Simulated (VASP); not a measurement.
# Co (P3_121) in VASP: single point with PBEsol

Aim: the single point of Co with PBEsol.

All numbers are computed with VASP 6.6.1; they aren't measurements. Logs are shortened: lines on timing, memory, paths and dates and some standing lists are left out, and cuts for length are marked.

**1. The cell of the first run**

The structure is trigonal, space group P3_121 (No. 152). The conventional cell has a = 3.232 Å, b = 3.232 Å, c = 3.667 Å, α = 90.00°, β = 90.00°, γ = 120.00°. Within 2.3 Å of Co (site symmetry 2) lie 2 Co at 1.76 Å.

**2. Single point, PBEsol, collinear spin, ferromagnetic start**

INCAR

```
  PREC = Accurate
  ENCUT = 690
  EDIFF = 1E-6
  ISMEAR = 0
  SIGMA = 0.1
  LREAL = F
  LASPH = T
  NELM = 200
  ALGO = Normal
  ISIF = 2
  LWAVE = F
  LCHARG = T
  ISPIN = 2
  MAGMOM = 3 3 3
  LORBIT = 11
  LMAXMIX = 4
  GGA = PS
  LELF = T
  LVHAR = T
  NBANDS = 36
  GGA_COMPAT = F
```

KPOINTS

```
regular mesh
0
Gamma
  6 6 6
```

POSCAR

```
Co
1.0
    3.2321793139      0.0000000000      0.0000000000
   -1.6160896570      2.7991493955      0.0000000000
    0.0000000000      0.0000000000      3.6670156285
Co
3
Direct
    0.2254000000      0.0000000000      0.3333333333
    0.0000000000      0.2254000000      0.6666666667
    0.7746000000      0.7746000000      0.0000000000
```

Potentials or basis: VASP PAW PBE potentials, release 64 (Co_sv).

Started as:

```sh
$ cat potpaw_PBE.64/Co_sv/POTCAR > POTCAR
$ mpirun -np 1 vasp_std > vasp.out
```

OUTCAR:

```text
PREC = Accurate
   ENCUT = 690
   EDIFF = 1E-6
   ISMEAR = 0
   LREAL = F
   LASPH = T
   NELM = 200
   ISIF = 2
   ISPIN = 2
   LORBIT = 11
   GGA = PS

 ion  position               nearest neighbor table
   1  0.225  0.000  0.333-   3 1.76   2 1.76
   2  0.000  0.225  0.667-   3 1.76   1 1.76
   3  0.775  0.775  0.000-   1 1.76   2 1.76

  LATTYP: Found a hexagonal cell.
 ALAT       =     3.2321793139
 C/A-ratio  =     1.1345334749

  Lattice vectors:

 A1 = (   3.2321793139,   0.0000000000,   0.0000000000)
 A2 = (  -1.6160896570,   2.7991493955,   0.0000000000)
 A3 = (   0.0000000000,   0.0000000000,   3.6670156285)

Analysis of symmetry for initial positions (statically):
=====================================================================
 Subroutine PRICEL returns:
 Original cell was already a primitive cell.

 Routine SETGRP: Setting up the symmetry group for a
 hexagonal supercell.

 Subroutine GETGRP returns: Found  6 space group operations
 (whereof  2 operations were pure point group operations)
 out of a pool of 24 trial point group operations.

The static configuration has the point symmetry C_2 .
 The point group associated with its full space group is D_3 .

Analysis of symmetry for dynamics (positions and initial velocities):
=====================================================================
 Subroutine PRICEL returns:
 Original cell was already a primitive cell.

 Routine SETGRP: Setting up the symmetry group for a
 hexagonal supercell.

 Subroutine GETGRP returns: Found  6 space group operations
 (whereof  2 operations were pure point group operations)
 out of a pool of 24 trial point group operations.

The dynamic configuration has the point symmetry C_2 .
 The point group associated with its full space group is D_3 .

Analysis of structural, dynamic, and magnetic symmetry:
=====================================================================
 Subroutine PRICEL returns:
 Original cell was already a primitive cell.

 Routine SETGRP: Setting up the symmetry group for a
 hexagonal supercell.

 Subroutine GETGRP returns: Found  6 space group operations
 (whereof  2 operations were pure point group operations)
 out of a pool of 24 trial point group operations.

The overall configuration has the point symmetry C_2 .
 The point group associated with its full space group is D_3 .

 Subroutine INISYM returns: Found  6 space group operations
 (whereof  2 operations are pure point group operations),
 and found     1 'primitive' translations

----------------------------------------------------------------------------------------

                                     Primitive cell

  volume of cell :      33.1768

  direct lattice vectors                    reciprocal lattice vectors
     3.232179314  0.000000000  0.000000000     0.309388775  0.178625693  0.000000000
    -1.616089657  2.799149396  0.000000000     0.000000000  0.357251386  0.000000000
     0.000000000  0.000000000  3.667015629     0.000000000  0.000000000  0.272701319

  length of vectors
     3.232179314  3.232179314  3.667015629     0.357251386  0.357251386  0.272701319

  position of ions in fractional coordinates (direct lattice)
     0.225400000  0.000000000  0.333333333
     0.000000000  0.225400000  0.666666667
     0.774600000  0.774600000  0.000000000

  ion indices of the primitive-cell ions
   primitive index   ion index
                 1           1
                 2           2
                 3           3

----------------------------------------------------------------------------------------

 KPOINTS: regular mesh

Automatic generation of k-mesh.
 Grid dimensions read from file:
 generate k-points for:    6    6    6

 Generating k-lattice:

  Cartesian coordinates                     Fractional coordinates (reciprocal lattice)
     0.051564796  0.029770949  0.000000000     0.166666667  0.000000000  0.000000000
     0.000000000  0.059541898  0.000000000     0.000000000  0.166666667  0.000000000
     0.000000000  0.000000000  0.045450220     0.000000000  0.000000000  0.166666667

  Length of vectors
     0.059541898  0.059541898  0.045450220

  Shift w.r.t. Gamma in fractional coordinates (k-lattice)
     0.000000000  0.000000000  0.000000000

 Subroutine IBZKPT returns following result:
 ===========================================

 Found     34 irreducible k-points:

 Following reciprocal coordinates:
            Coordinates               Weight
  0.000000  0.000000  0.000000      1.000000
  0.166667  0.000000  0.000000      6.000000
  0.333333  0.000000  0.000000      6.000000
  0.500000  0.000000  0.000000      3.000000
  0.166667  0.166667  0.000000      6.000000
  0.333333  0.166667  0.000000     12.000000
[... 16 lines left out ...]
  0.500000  0.000000  0.333333      6.000000
  0.166667  0.166667  0.333333     12.000000
 [... further k-points ...]
   k-points           NKPTS =     34   k-points in BZ     NKDIM =     34   number of bands    NBANDS=     36
   number of dos      NEDOS =    301   number of ions     NIONS =      3
   total plane-waves  NPLWV =  25088
   dimension x,y,z NGX =    28 NGY =   28 NGZ =   32
   dimension x,y,z NGXF=    56 NGYF=   56 NGZF=   64
   ions per type =               3
   NGX,Y,Z   is equivalent  to a cutoff of  14.40, 14.40, 14.51 a.u.
   NGXF,Y,Z  is equivalent  to a cutoff of  28.80, 28.80, 29.01 a.u.
 SYSTEM =  unknown system
   PREC   = accura    normal or accurate (medium, high low for compatibility)
   ISTART =      0    job   : 0-new  1-cont  2-samecut
   ICHARG =      2    charge: 1-file 2-atom 10-const
   ISPIN  =      2    spin polarized calculation?
   LNONCOLLINEAR =      F non collinear calculations
   LSORBIT =      F    spin-orbit coupling
   LASPH  =      T    aspherical Exc in radial PAW
   ENCUT  =  690.0 eV  50.71 Ry    7.12 a.u.   6.92  6.92  7.85*2*pi/ulx,y,z
   NELM   =    200;   NELMIN=  2; NELMDL= -5     # of ELM steps
   EDIFF  = 0.1E-05   stopping-criterion for ELM
   LREAL  =      F    real-space projection
   EDIFFG = 0.1E-04   stopping-criterion for IOM
   NSW    =      0    number of steps for IOM
   IBRION =     -1    ionic relax: 0-MD 1-quasi-New 2-CG
   NFREE  =      0    steps in history (QN), initial steepest desc. (CG)
   ISIF   =      2    stress and relaxation
   ISYM   =      2    0-nonsym 1-usesym 2-fastsym
   POTIM  = 0.5000    time-step for ionic-motion
   TEBEG  =    0.0;   TEEND  =   0.0 temperature during run
   PSTRESS=    0.0 pullay stress
   NELECT =      51.0000    total number of electrons
   NUPDOWN=      -1.0000    fix difference up-down
   EMIN   =  10.00;   EMAX   =-10.00  energy-range for DOS
   EFERMI =   0.00;   METHOD = LEGACY
   ISMEAR =     0;   SIGMA  =   0.10  broadening in eV -4-tet -1-fermi 0-gaus
   EFERMI_NEDOS =   21; number of points for ismear=-14 and -15
   IALGO  =     38    algorithm
   IMIX   =      4    mixing-type and parameters
     AMIX     =   0.40;   BMIX     =  1.00
     AMIX_MAG =   1.60;   BMIX_MAG =  1.00
  volume/ion in A,a.u.               =      11.06        74.63
  Fermi-wavevector in a.u.,A,eV,Ry     =   1.889384  3.570417 48.569672  3.569770
  Thomas-Fermi vector in A             =   2.930987
   LORBIT       =     11    0 simple, 1 ext, 2 COOP (PROOUT), +10 PAW based schemes
   GGA     = PS    functional components
   LHFCALC =     F    Hartree Fock is set to
   AEXX    =    0.0000 exact exchange contribution
   IVDW    =     0    specifies the selected vdW correction
   LEPSILON=     F    determine dielectric tensor
   LRPA    =     F    only Hartree local field effects (RPA)
 spin polarized calculation
 Gauss-broadening in eV      SIGMA  =   0.10
  energy-cutoff  :      690.00
  volume of cell :       33.18
 maximum number of plane-waves:      1383
   NGX = 13   NGY = 13   NGZ = 15

 number of electron      50.9999994 magnetization       0.0419105

 Free energy of the ion-electron system (eV)
  ---------------------------------------------------
  ext. energy  EPLUGINS =         0.00000000
  ---------------------------------------------------
  free energy    TOTEN  =       -16.19223872 eV

  energy without entropy =      -16.16561135  energy(sigma->0) =      -16.17892504

 E-fermi :  11.7997     XC(G=0): -13.7276

 val. band max:       11.7934333533   @ k =   0.1667   0.0000   0.5000
 cond. band min:      11.8006159733   @ k =   0.1667   0.1667   0.0000
 fundamental gap:      0.0071826200
 Fermi energy:        11.7997226529

 spin component 1

 k-point     1 :       0.0000    0.0000    0.0000
  band No.  band energies     occupation
      1     -84.1626      1.00000
      2     -83.4750      1.00000
      3     -83.4750      1.00000
      4     -48.5935      1.00000
      5     -48.5935      1.00000
      6     -47.9425      1.00000
[... 28 lines left out ...]
     35      26.4644      0.00000
     36      26.4644      0.00000

 k-point     2 :       0.1667    0.0000    0.0000
  band No.  band energies     occupation
      1     -84.1582      1.00000
      2     -83.4781      1.00000
      3     -83.4759      1.00000
      4     -48.5992      1.00000
      5     -48.5971      1.00000
      6     -47.9386      1.00000
[... 28 lines left out ...]
     35      28.4653      0.00000
     36      29.1868      0.00000

 k-point     3 :       0.3333    0.0000    0.0000
  band No.  band energies     occupation
      1     -84.1492      1.00000
      2     -83.4845      1.00000
      3     -83.4777      1.00000
      4     -48.6097      1.00000
      5     -48.6042      1.00000
      6     -47.9287      1.00000
[... 28 lines left out ...]
     35      26.3201      0.00000
     36      29.7478      0.00000
[... 742 lines left out ...]
 k-point    23 :       0.5000    0.0000    0.3333
  band No.  band energies     occupation
      1     -84.0421      1.00000
      2     -83.7814      1.00000
      3     -83.2875      1.00000
      4     -48.7942      1.00000
      5     -48.3449      1.00000
      6     -48.0678      1.00000
[... 28 lines left out ...]
     35      26.4833      0.00000
     36      30.3239      0.00000

 k-point    24 :       0.1667    0.1667    0.3333
  band No.  band energies     occupation
      1     -84.0474      1.00000
      2     -83.7828      1.00000
      3     -83.2814      1.00000
      4     -48.7872      1.00000
      5     -48.3349      1.00000
      6     -48.0641      1.00000
[... 28 lines left out ...]
     35      27.1919      0.00000
     36      28.7294      0.00000

 [... further k-points ...]

 spin component 2

 k-point     1 :       0.0000    0.0000    0.0000
  band No.  band energies     occupation
      1     -84.1459      1.00000
      2     -83.4580      1.00000
      3     -83.4580      1.00000
      4     -48.5777      1.00000
      5     -48.5777      1.00000
      6     -47.9255      1.00000
[... 28 lines left out ...]
     35      26.4688      0.00000
     36      26.4688      0.00000

 k-point     2 :       0.1667    0.0000    0.0000
  band No.  band energies     occupation
      1     -84.1414      1.00000
      2     -83.4611      1.00000
      3     -83.4589      1.00000
      4     -48.5834      1.00000
      5     -48.5813      1.00000
      6     -47.9216      1.00000
[... 28 lines left out ...]
     35      28.4692      0.00000
     36      29.1903      0.00000

 k-point     3 :       0.3333    0.0000    0.0000
  band No.  band energies     occupation
      1     -84.1324      1.00000
      2     -83.4676      1.00000
      3     -83.4607      1.00000
      4     -48.5939      1.00000
      5     -48.5884      1.00000
      6     -47.9118      1.00000
[... 28 lines left out ...]
     35      26.3253      0.00000
     36      29.7509      0.00000
[... 742 lines left out ...]
 k-point    23 :       0.5000    0.0000    0.3333
  band No.  band energies     occupation
      1     -84.0253      1.00000
      2     -83.7645      1.00000
      3     -83.2705      1.00000
      4     -48.7786      1.00000
      5     -48.3287      1.00000
      6     -48.0511      1.00000
[... 28 lines left out ...]
     35      26.4881      0.00000
     36      30.3273      0.00000

 k-point    24 :       0.1667    0.1667    0.3333
  band No.  band energies     occupation
      1     -84.0306      1.00000
      2     -83.7659      1.00000
      3     -83.2643      1.00000
      4     -48.7715      1.00000
      5     -48.3188      1.00000
      6     -48.0474      1.00000
[... 28 lines left out ...]
     35      27.1962      0.00000
     36      28.7345      0.00000

 [... further k-points ...]

------------------------ aborting loop because EDIFF is reached ----------------------------------------

  FORCE on cell =-STRESS in cart. coord.  units (eV):
  Direction    XX          YY          ZZ          XY          YZ          ZX
  --------------------------------------------------------------------------------------
  -------------------------------------------------------------------------------------
  Total        8.8152001      8.8152001     23.7087838     -0.0000000     -0.0000000      0.0000000
  in kB      425.7047255    425.7047256   1144.9475000     -0.0000000     -0.0000000      0.0000000
  external PRESSURE =     665.4523170 kB  Pullay stress =       0.0000000 kB

 VOLUME and BASIS-vectors are now :
 -----------------------------------------------------------------------------
  energy-cutoff  :      690.00
  volume of cell :       33.18
      direct lattice vectors                 reciprocal lattice vectors
     3.232179314  0.000000000  0.000000000     0.309388775  0.178625693  0.000000000
    -1.616089657  2.799149396  0.000000000     0.000000000  0.357251386  0.000000000
     0.000000000  0.000000000  3.667015629     0.000000000  0.000000000  0.272701319

 POSITION                                       TOTAL-FORCE (eV/Angst)
 -----------------------------------------------------------------------------------
      0.72853      0.00000      1.22234        11.540709      0.000000     -0.000000
     -0.36427      0.63093      2.44468        -5.770354      9.994547      0.000000
      1.25182      2.16822      0.00000        -5.770354     -9.994547      0.000000
 -----------------------------------------------------------------------------------
    total drift:                               -0.000150     -0.000260     -0.000000

  FREE ENERGIE OF THE ION-ELECTRON SYSTEM (eV)
  ---------------------------------------------------
  free  energy   TOTEN  =       -16.1922387209 eV

  energy  without entropy=      -16.1656113510  energy(sigma->0) =      -16.17892504

 total charge

# of ion       s       p       d       tot
------------------------------------------
    1        2.324   6.164   6.952  15.440
    2        2.324   6.164   6.952  15.440
    3        2.324   6.164   6.952  15.440
--------------------------------------------------
tot          6.971  18.493  20.857  46.321

 magnetization (x)

# of ion       s       p       d       tot
------------------------------------------
    1        0.000   0.000   0.014   0.014
    2        0.000   0.000   0.014   0.014
    3        0.000   0.000   0.014   0.014
--------------------------------------------------
tot          0.000   0.000   0.041   0.041
```

Wall time 2.2 min (1 thread of Intel Xeon 6975P-C (Granite Rapids), shared host); peak memory 0.23 GiB.

What came out:

```
Free energy                                           : -16.1922 eV
Pressure                                              : 66.5 GPa
Largest force                                         : 11.541 eV/Å
Net moment                                            : 0.04 μB per cell
Valence electrons inside the program's atomic spheres : Co 15.44
```

Forces in eV/Å, atoms in the order of the input:
```
Co  11.541  0.000  0.000
Co  -5.770  9.995  0.000
Co  -5.770 -9.995  0.000
```

Stress tensor (GPa, compression positive):
```
 42.57   0.00   0.00
  0.00  42.57   0.00
  0.00   0.00 114.49
```

Caveat: the k points lie up to 0.37 Å⁻¹ apart; atoms lie so close that the PAW spheres overlap strongly, which falsifies energies and pressures; the moments typed at the start vanished in this run; the PAW data sets were made with another functional, which shifts forces and pressure a little.
